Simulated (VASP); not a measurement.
Set up this calculation in VASP 6.6.1, as the native input.

```yaml
Task: single point
Functional: PBE
Potentials_or_basis: VASP PAW PBE potentials, release 64 (Si, C)
Cutoff: 520 eV
k_mesh: 12 × 12 × 12
Occupations: gaussian, width 0.05 eV
Spin: no spin polarisation
Dipole_correction: no
Further_INCAR_settings: ALGO = Normal; EDIFF = 1e-07; NBANDS = 11
```

The structure of SiC lies in POSCAR:

```
SiC
1.0
    0.0000000000      2.0796215506      2.0796215506
    2.0796215506      0.0000000000      2.0796215506
    2.1953871502      2.1953871502     -0.1157655996
Si C
1 1
Direct
    0.0000000000      0.0000000000      0.0000000000
    0.7500000000      0.7500000000      0.7500000000
```

These files were run (other wordings do the same):

INCAR

```
  PREC = Accurate
  ENCUT = 520
  EDIFF = 1E-7
  ISMEAR = 0
  SIGMA = 0.05
  LREAL = False
  LASPH = True
  NELM = 80
  ALGO = Normal
  ISIF = 2
  LWAVE = False
  LCHARG = False
  GGA = PE
  NBANDS = 11
```

KPOINTS

```
Automatic mesh
0
Gamma
  12 12 12
```

Potentials or basis: VASP PAW PBE potentials, release 64 (Si, C).

Command:

```console
$ cat potpaw_PBE.64/Si/POTCAR potpaw_PBE.64/C/POTCAR > POTCAR
$ mpirun -np 1 vasp_std > vasp.out
```

Results of the run:

- Pressure: 20.4 GPa
- Largest force: 0.766 eV/Å
- Band gap on the k mesh: 1.00 eV, indirect (least direct gap 4.05 eV)

Run time: 23 s on 1 thread of Intel(R) Xeon(R) 6975P-C (Granite Rapids), with other jobs on the host, peak memory 0.16 GiB.
